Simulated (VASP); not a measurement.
# AlH7 (Amm2) in VASP: further runs

The runs below take AlH7 through relaxation of cell and atoms, single point, with PBE.

All numbers are computed with VASP 6.6.1; they aren't measurements. Logs are shortened: lines on timing, memory, paths and dates and some standing lists are left out, and cuts for length are marked.

## (1) The cell of the first run

The structure is orthorhombic, space group Amm2 (No. 38). The conventional cell has a = 2.609 Å, b = 11.222 Å, c = 7.531 Å, α = 90.00°, β = 90.00°, γ = 90.00°. Within 2.1 Å of Al (site symmetry mm2) lie 5 H at 1.58 to 1.78 Å. H (site symmetry 1) has 1 H at 0.75 Å within 1.0 Å. H (site symmetry m) has 2 Al at 1.78 Å and 1 H at 2.27 Å within 2.4 Å. H (site symmetry mm2) has 1 Al at 1.58 Å within 2.1 Å.

The cell was generated, and may not be a known phase.

## (2) Relaxation of cell and atoms, PBE

INCAR

```
PREC = Accurate ; ENCUT = 1230
EDIFF = 1E-7 ; ISMEAR = 0
SIGMA = 0.02 ; LREAL = F
LASPH = T ; NELM = 120
ALGO = Normal ; ISIF = 3
LWAVE = F ; LCHARG = F
GGA = PE ; IBRION = 2
NSW = 100 ; EDIFFG = -0.01
GGA_COMPAT = F ; NELMIN = 4
```

KPOINTS

```
regular mesh
0
Gamma
  10 4 4
```

POSCAR

```
AlH7
1.0
    2.6085501199      0.0000000000      0.0000000000
    0.0000000000      5.6111327370      3.7657094945
    0.0000000000     -5.6111327370      3.7657094945
Al H
1 7
Direct
    0.5000000000      0.4419198111      0.4419198111
    0.6436114651      0.1511674834      0.8496315383
    0.3563885349      0.8496315383      0.1511674834
    0.6436114651      0.8496315383      0.1511674834
    0.3563885349      0.1511674834      0.8496315383
    0.0000000000      0.2819215967      0.4842334993
    0.0000000000      0.4842334993      0.2819215967
    0.5000000000      0.6519759095      0.6519759095
```

Potentials or basis: VASP PAW PBE potentials, release 64 (Al, H_h).

Command:

```console
cat potpaw_PBE.64/Al/POTCAR potpaw_PBE.64/H_h/POTCAR > POTCAR
mpirun -np 1 vasp_std > vasp.out
```

OUTCAR:

```text
PREC = Accurate
   ENCUT = 1230
   EDIFF = 1E-7
   ISMEAR = 0
   LREAL = F
   LASPH = T
   NELM = 120
   ISIF = 3
   GGA = PE
   IBRION = 2
   NSW = 100
   EDIFFG = -0.01
   NELMIN = 4

 ion  position               nearest neighbor table
   1  0.500  0.442  0.442-   8 1.58   7 1.78   6 1.78   6 1.78   7 1.78
   2  0.644  0.151  0.850-   5 0.75
   3  0.356  0.850  0.151-   4 0.75
   4  0.644  0.850  0.151-   3 0.75
   5  0.356  0.151  0.850-   2 0.75
   6  0.000  0.282  0.484-   1 1.78   1 1.78
   7  0.000  0.484  0.282-   1 1.78   1 1.78
   8  0.500  0.652  0.652-   1 1.58

  LATTYP: Found a base centered orthorhombic cell.
 ALAT       =     7.5314189890
 B/A-ratio  =     1.4900599064
 C/A-ratio  =     0.3463557297

  Lattice vectors:

 A1 = (   0.0000000000,   5.6111327370,   3.7657094945)
 A2 = (   0.0000000000,  -5.6111327370,   3.7657094945)
 A3 = (   2.6085501199,   0.0000000000,   0.0000000000)

Analysis of symmetry for initial positions (statically):
=====================================================================
 Subroutine PRICEL returns:
 Original cell was already a primitive cell.

 Routine SETGRP: Setting up the symmetry group for a
 base centered orthorhombic supercell.

 Subroutine GETGRP returns: Found  4 space group operations
 (whereof  4 operations were pure point group operations)
 out of a pool of  8 trial point group operations.

The static configuration has the point symmetry C_2v.

Analysis of symmetry for dynamics (positions and initial velocities):
=====================================================================
 Subroutine PRICEL returns:
 Original cell was already a primitive cell.

 Routine SETGRP: Setting up the symmetry group for a
 base centered orthorhombic supercell.

 Subroutine GETGRP returns: Found  4 space group operations
 (whereof  4 operations were pure point group operations)
 out of a pool of  8 trial point group operations.

The dynamic configuration has the point symmetry C_2v.

 Subroutine INISYM returns: Found  4 space group operations
 (whereof  4 operations are pure point group operations),
 and found     1 'primitive' translations

----------------------------------------------------------------------------------------

                                     Primitive cell

  volume of cell :     110.2368

  direct lattice vectors                    reciprocal lattice vectors
     2.608550120  0.000000000  0.000000000     0.383354720  0.000000000  0.000000000
     0.000000000  5.611132737  3.765709494     0.000000000  0.089108567  0.132777104
     0.000000000 -5.611132737  3.765709494     0.000000000 -0.089108567  0.132777104

  length of vectors
     2.608550120  6.757616339  6.757616339     0.383354720  0.159906523  0.159906523

  position of ions in fractional coordinates (direct lattice)
     0.500000000  0.441919811  0.441919811
     0.643611465  0.151167483  0.849631538
     0.356388535  0.849631538  0.151167483
     0.643611465  0.849631538  0.151167483
     0.356388535  0.151167483  0.849631538
     0.000000000  0.281921597  0.484233499
     0.000000000  0.484233499  0.281921597
     0.500000000  0.651975910  0.651975910

  ion indices of the primitive-cell ions
   primitive index   ion index
                 1           1
                 2           2
                 3           3
                 4           4
                 5           5
                 6           6
                 7           7
                 8           8

----------------------------------------------------------------------------------------

 KPOINTS: regular mesh

Automatic generation of k-mesh.
 Grid dimensions read from file:
 generate k-points for:   10    4    4

 Generating k-lattice:

  Cartesian coordinates                     Fractional coordinates (reciprocal lattice)
     0.038335472  0.000000000  0.000000000     0.100000000  0.000000000  0.000000000
     0.000000000  0.022277142  0.033194276     0.000000000  0.250000000 -0.000000000
     0.000000000 -0.022277142  0.033194276     0.000000000 -0.000000000  0.250000000

  Length of vectors
     0.038335472  0.039976631  0.039976631

  Shift w.r.t. Gamma in fractional coordinates (k-lattice)
     0.000000000  0.000000000  0.000000000

 Subroutine IBZKPT returns following result:
 ===========================================

 Found     42 irreducible k-points:

 Following reciprocal coordinates:
            Coordinates               Weight
  0.000000  0.000000  0.000000      1.000000
  0.100000  0.000000  0.000000      2.000000
  0.200000  0.000000  0.000000      2.000000
  0.300000  0.000000  0.000000      2.000000
  0.400000  0.000000  0.000000      2.000000
  0.500000  0.000000  0.000000      1.000000
[... 16 lines left out ...]
  0.400000  0.250000  0.250000      4.000000
  0.500000  0.250000  0.250000      2.000000
 [... further k-points ...]
[... 25 lines left out ...]
   ISYM   =      2    0-nonsym 1-usesym 2-fastsym
   POTIM  = 0.5000    time-step for ionic-motion
   TEBEG  =    0.0;   TEEND  =   0.0 temperature during run
   PSTRESS=    0.0 pullay stress
   NELECT =      10.0000    total number of electrons
   NUPDOWN=      -1.0000    fix difference up-down
   EMIN   =  10.00;   EMAX   =-10.00  energy-range for DOS
   EFERMI =   0.00;   METHOD = LEGACY
   ISMEAR =     0;   SIGMA  =   0.02  broadening in eV -4-tet -1-fermi 0-gaus
   EFERMI_NEDOS =   21; number of points for ismear=-14 and -15
   IALGO  =     38    algorithm
   IMIX   =      4    mixing-type and parameters
     AMIX     =   0.40;   BMIX     =  1.00
     AMIX_MAG =   1.60;   BMIX_MAG =  1.00
  volume/ion in A,a.u.               =      13.78        92.99
  Fermi-wavevector in a.u.,A,eV,Ry     =   0.735585  1.390053  7.361905  0.541085
  Thomas-Fermi vector in A             =   1.828817
   LORBIT       =      0    0 simple, 1 ext, 2 COOP (PROOUT), +10 PAW based schemes
   GGA     = PE    functional components
   LHFCALC =     F    Hartree Fock is set to
   AEXX    =    0.0000 exact exchange contribution
   IVDW    =     0    specifies the selected vdW correction
   LEPSILON=     F    determine dielectric tensor
   LRPA    =     F    only Hartree local field effects (RPA)
 conjugate gradient relaxation of ions
 non-spin polarized calculation
 Gauss-broadening in eV      SIGMA  =   0.02
  energy-cutoff  :     1230.00
  volume of cell :      110.24
 maximum number of plane-waves:     10843
 NGX is ok and might be reduce to    30
   NGX = 15   NGY = 39   NGZ = 39

--------------------------------------- Ionic step        1  -------------------------------------------

 number of electron      10.0000000 magnetization

 Free energy of the ion-electron system (eV)
  ---------------------------------------------------
  ext. energy  EPLUGINS =         0.00000000
  ---------------------------------------------------
  free energy    TOTEN  =       -26.66288075 eV

  energy without entropy =      -26.66288075  energy(sigma->0) =      -26.66288075

------------------------ aborting loop because EDIFF is reached ----------------------------------------

  FORCE on cell =-STRESS in cart. coord.  units (eV):
  Direction    XX          YY          ZZ          XY          YZ          ZX
  --------------------------------------------------------------------------------------
  -------------------------------------------------------------------------------------
  Total       -0.0295636      0.0577617      0.0481323      0.0000000      0.0000000      0.0000000
  in kB       -0.4296760      0.8395057      0.6995532      0.0000000      0.0000000      0.0000000
  external PRESSURE =       0.3697943 kB  Pullay stress =       0.0000000 kB
[... 107 lines left out ...]
  FREE ENERGIE OF THE ION-ELECTRON SYSTEM (eV)
  ---------------------------------------------------
  free  energy   TOTEN  =       -26.6629166543 eV

  energy  without entropy=      -26.6629166543  energy(sigma->0) =      -26.66291665

[... ionic steps 4 to 21 ...]

--------------------------------------- Ionic step       22  -------------------------------------------

 number of electron      10.0000000 magnetization

------------------------ aborting loop because EDIFF is reached ----------------------------------------
[... 79 lines left out ...]
--------------------------------------- Ionic step       24  -------------------------------------------

 number of electron      10.0000000 magnetization

 Free energy of the ion-electron system (eV)
  ---------------------------------------------------
  ext. energy  EPLUGINS =         0.00000000
  ---------------------------------------------------
  free energy    TOTEN  =       -26.66604279 eV

  energy without entropy =      -26.66604279  energy(sigma->0) =      -26.66604279

 E-fermi :  -3.5997     XC(G=0):  -5.4972

 val. band max:       -3.7044528918   @ k =   0.5000   0.0000   0.0000
 cond. band min:      -0.5657660775   @ k =   0.5000   0.5000   0.5000
 fundamental gap:      3.1386868143
 Fermi energy:        -3.5997382533

 k-point     1 :       0.0000    0.0000    0.0000
  band No.  band energies     occupation
      1     -10.7865      2.00000
      2      -9.0155      2.00000
      3      -8.8508      2.00000
      4      -6.4483      2.00000
      5      -5.5561      2.00000
      6       0.9614      0.00000
      7       1.8161      0.00000
      8       2.1394      0.00000
      9       4.3565      0.00000
     10       5.3180      0.00000
[... 287 lines left out ...]
 k-point    24 :       0.5000    0.2500    0.2500
  band No.  band energies     occupation
      1      -7.3278      2.00000
      2      -6.8375      2.00000
      3      -6.7271      2.00000
      4      -4.5881      2.00000
      5      -3.7181      2.00000
      6      -0.5236      0.00000
      7       1.5533      0.00000
      8       2.0718      0.00000
      9       2.3165      0.00000
     10       3.0705      0.00000

 [... further k-points ...]

------------------------ aborting loop because EDIFF is reached ----------------------------------------

  FORCE on cell =-STRESS in cart. coord.  units (eV):
  Direction    XX          YY          ZZ          XY          YZ          ZX
  --------------------------------------------------------------------------------------
  -------------------------------------------------------------------------------------
  Total        0.0220913     -0.0001068     -0.0129365      0.0000000      0.0000000      0.0000000
  in kB        0.2959927     -0.0014304     -0.1733312      0.0000000      0.0000000      0.0000000
  external PRESSURE =       0.0404103 kB  Pullay stress =       0.0000000 kB
[... 23 lines left out ...]
  FREE ENERGIE OF THE ION-ELECTRON SYSTEM (eV)
  ---------------------------------------------------
  free  energy   TOTEN  =       -26.6660427860 eV

  energy  without entropy=      -26.6660427860  energy(sigma->0) =      -26.66604279

 reached required accuracy - stopping structural energy minimisation
```

Wall time 21 min (1 thread of AMD EPYC 9R45 (Zen 5), shared host); peak memory 0.56 GiB.

Results:

| Quantity | Value |
| --- | --- |
| Free energy | -26.6660 eV |
| Relaxed volume | 14.95 Å³/atom |
| Relaxed cell | a = 2.607 Å, b = 7.043 Å, c = 7.043 Å, α = 112.37°, β = 90.00°, γ = 90.00° |
| Space group after relaxing (to 0.1 Å) | Amm2 (No. 38) |
| Energy gained by relaxing | 0.4 meV/atom |
| Ionic steps | 24 |
| Pressure after relaxing | 0.0 GPa |
| Largest force after relaxing | 0.005 eV/Å |
| Band gap on the k mesh | 3.14 eV (least direct gap 3.17 eV) |

Forces on the atoms (eV/Å):
```
Al   0.000  0.000  0.005
H    0.001 -0.001  0.000
H   -0.001  0.001  0.000
H    0.001  0.001  0.000
H   -0.001 -0.001  0.000
H    0.000  0.003  0.001
H    0.000 -0.003  0.001
H    0.000  0.000 -0.005
```

The path:
```csv
step,energy change (eV),largest force (eV/Å),pressure (GPa),volume (Å³)
1,0.0000,0.0168,0.04,110.24
2,0.0000,0.0358,0.09,110.29
3,0.0000,0.0204,0.07,110.27
4,-0.0001,0.0195,0.07,110.32
5,-0.0002,0.0166,0.08,110.46
6,-0.0004,0.0391,0.10,110.75
7,-0.0006,0.0888,0.13,111.32
8,-0.0006,0.0865,0.13,111.37
9,-0.0007,0.0795,0.12,111.51
10,-0.0009,0.0658,0.12,111.78
11,-0.0013,0.0385,0.10,112.33
12,-0.0018,0.0374,0.07,113.43
13,-0.0019,0.1210,0.02,115.66
14,-0.0020,0.0796,0.04,114.78
15,-0.0022,0.0809,0.05,115.14
16,-0.0025,0.0844,0.09,116.22
17,-0.0025,0.0855,0.10,116.56
18,-0.0028,0.0563,0.09,117.21
19,-0.0031,0.0283,0.06,119.00
20,-0.0031,0.0175,0.03,119.17
21,-0.0031,0.0257,0.00,119.37
22,-0.0032,0.0110,0.00,119.54
23,-0.0032,0.0122,-0.01,119.59
24,-0.0032,0.0047,0.00,119.58
```

Final structure:
```
CELL_PARAMETERS angstrom
2.60696 0.00000 0.00000
0.00000 5.85127 3.91956
0.00000 -5.85127 3.91956
ATOMIC_POSITIONS crystal
Al 0.50000 0.44309 0.44309
H 0.64362 0.15084 0.84968
H 0.35638 0.84968 0.15084
H 0.64362 0.84968 0.15084
H 0.35638 0.15084 0.84968
H 0.00000 0.28935 0.48334
H 0.00000 0.48334 0.28935
H 0.50000 0.64482 0.64482
```

A k mesh can miss the band edges.

## (3) Single point, PBE

This run uses another cell than the first one, of 14.46 Å³/atom.

INCAR

```
PREC     = Accurate       # precision mode
ENCUT    = 520            # plane-wave cutoff, eV
EDIFF    = 1E-6           # SCF threshold, eV
ISMEAR   = 0              # smearing method
SIGMA    = 0.1            # smearing width, eV
LREAL    = False          # projectors in reciprocal space
LASPH    = True           # aspherical terms in the spheres
NELM     = 100            # most SCF steps
ALGO     = Normal         # electronic algorithm
ISIF     = 2              # what is computed and relaxed
LWAVE    = False          # write WAVECAR
LCHARG   = True           # write CHGCAR
GGA      = PE             # functional
LELF     = True           # ELF
LVHAR    = True         
NBANDS   = 15             # bands
```

KPOINTS

```
regular mesh
0
Gamma
  6 2 2
```

POSCAR

```
AlH7
1.0
    2.6087933328      0.0000000000      0.0000000000
    0.0000000000      5.7467294663      3.8586334144
    0.0000000000     -5.7467294663      3.8586334144
Al H
1 7
Direct
    0.5000000000      0.4429875130      0.4429875130
    0.6435549670      0.1493440520      0.8504453301
    0.3564450330      0.8504453301      0.1493440520
    0.6435549670      0.8504453301      0.1493440520
    0.3564450330      0.1493440520      0.8504453301
    0.0000000000      0.2868077539      0.4844186266
    0.0000000000      0.4844186266      0.2868077539
    0.5000000000      0.6478562021      0.6478562021
```

Potentials or basis: VASP PAW PBE potentials, release 64 (Al, H).

Command:

```console
cat potpaw_PBE.64/Al/POTCAR potpaw_PBE.64/H/POTCAR > POTCAR
mpirun -np 1 vasp_std > vasp.out
```

Wall time 13 s (1 thread of Intel Xeon 6975P-C (Granite Rapids), shared host); peak memory 0.23 GiB.

The run converged. Its results:

- Free energy: -26.6676 eV
- Pressure: -0.1 GPa
- Largest force: 0.017 eV/Å
- Band gap on the k mesh: 3.13 eV (least direct gap 3.17 eV)

Forces in eV/Å, atoms in the order of the input:
```
Al   0.000  0.000 -0.004
H   -0.017  0.000  0.000
H    0.017  0.000  0.000
H   -0.017  0.000  0.000
H    0.017  0.000  0.000
H    0.000  0.005 -0.005
H    0.000 -0.005 -0.005
H    0.000  0.000  0.013
```

Stress tensor (GPa, compression positive):
```
-0.26  0.00  0.00
 0.00 -0.08  0.00
 0.00  0.00 -0.04
```

Levels at points of the mesh, in eV from the valence-band top:
```csv
k point,band 3,band 4,band 5,band 6,band 7,band 8
"(0.00, 0.00, 0.00)",-5.13,-2.74,-1.85,4.66,5.52,5.92
"(0.50, 0.00, 0.00)",-3.00,-0.87,0.00,3.17,5.32,5.80
"(0.00, 0.50, 0.00)",-5.16,-2.71,-1.81,5.00,5.46,6.68
"(0.50, 0.50, 0.00)",-3.02,-0.89,-0.02,3.18,5.24,5.77
"(0.00, 0.50, 0.50)",-5.24,-2.66,-1.88,5.17,6.13,6.52
"(0.50, 0.50, 0.50)",-3.04,-0.89,-0.04,3.13,5.52,5.78
```

Caveat: the k points lie up to 0.49 Å⁻¹ apart. A k mesh can miss the band edges.

## (4) Single point, PBE

This run uses another cell than the first one, of 14.46 Å³/atom.

INCAR

```
PREC = Accurate
ENCUT = 520
EDIFF = 1E-6
ISMEAR = 0
SIGMA = 0.02
LREAL = F
LASPH = T
NELM = 60
ALGO = Normal
ISIF = 2
LWAVE = F
LCHARG = F
GGA = PE
NBANDS = 15
```

KPOINTS

```
regular mesh
0
Gamma
  10 4 4
```

POSCAR is that of step 3.

Command:

```console
cat potpaw_PBE.64/Al/POTCAR potpaw_PBE.64/H/POTCAR > POTCAR
mpirun -np 1 vasp_std > vasp.out
```

Run time: 33 s. Hardware: 1 thread of Intel Xeon 6975P-C (Granite Rapids), shared host; peak memory 0.24 GiB.

The run converged. Its results:

```
Free energy            : -26.6654 eV
Pressure               : -0.1 GPa
Largest force          : 0.015 eV/Å
Band gap on the k mesh : 3.13 eV (least direct gap 3.17 eV)
```

Forces on the atoms (eV/Å):
```
Al   0.000  0.000  0.002
H   -0.015  0.000  0.000
H    0.015  0.000  0.000
H   -0.015  0.000  0.000
H    0.015  0.000  0.000
H    0.000  0.008 -0.001
H    0.000 -0.008 -0.001
H    0.000  0.000  0.001
```

Stress tensor (GPa, compression positive):
```
-0.18  0.00  0.00
 0.00 -0.09  0.00
 0.00  0.00 -0.07
```

Levels at points of the mesh, in eV from the valence-band top:
```
           k point  band 2  band 3  band 4  band 5  band 6  band 7  band 8  band 9
(0.00, 0.00, 0.00)   -5.32   -5.13   -2.74   -1.85    4.66    5.52    5.92    8.18
(0.50, 0.00, 0.00)   -3.18   -3.01   -0.87    0.00    3.17    5.32    5.81    6.15
(0.00, 0.50, 0.00)   -5.38   -5.16   -2.71   -1.80    5.00    5.46    6.68    7.20
(0.50, 0.50, 0.00)   -3.15   -3.02   -0.89   -0.02    3.18    5.24    5.77    5.98
(0.00, 0.50, 0.50)   -5.33   -5.25   -2.66   -1.88    5.17    6.13    6.52    6.78
(0.50, 0.50, 0.50)   -3.14   -3.04   -0.89   -0.04    3.13    5.51    5.78    5.99
```

## (5) Overview

| task | potentials or basis | cell | k mesh | cutoff (eV) | smearing | gap on the mesh (eV) | pressure (GPa) | largest force (eV/Å) |
| --- | --- | --- | --- | --- | --- | --- | --- | --- |
| relaxation of cell and atoms | VASP PAW PBE potentials, release 64 (Al, H_h) | relaxed from a = 2.609, b = 6.758, c = 6.758 Å, angles 112.3, 90.0, 90.0°, 8 atoms, atomic positions A | 10 × 4 × 4 | 1230 | gaussian 0.02 eV | 3.14 | 0.0 | - |
| single point | VASP PAW PBE potentials, release 64 (Al, H) | a = 2.609, b = 6.922, c = 6.922 Å, angles 112.2, 90.0, 90.0°, 8 atoms, atomic positions B | 6 × 2 × 2 | 520 | gaussian 0.1 eV | 3.13 | -0.1 | 0.02 |
| single point | VASP PAW PBE potentials, release 64 (Al, H) | a = 2.609, b = 6.922, c = 6.922 Å, angles 112.2, 90.0, 90.0°, 8 atoms, atomic positions B | 10 × 4 × 4 | 520 | gaussian 0.02 eV | 3.13 | -0.1 | 0.02 |

Alike in all rows: level PBE; no spin polarisation.

Caveats: some runs use coarse meshes.

Total energies depend on the potentials used, so only differences within one code and one set of settings carry meaning.
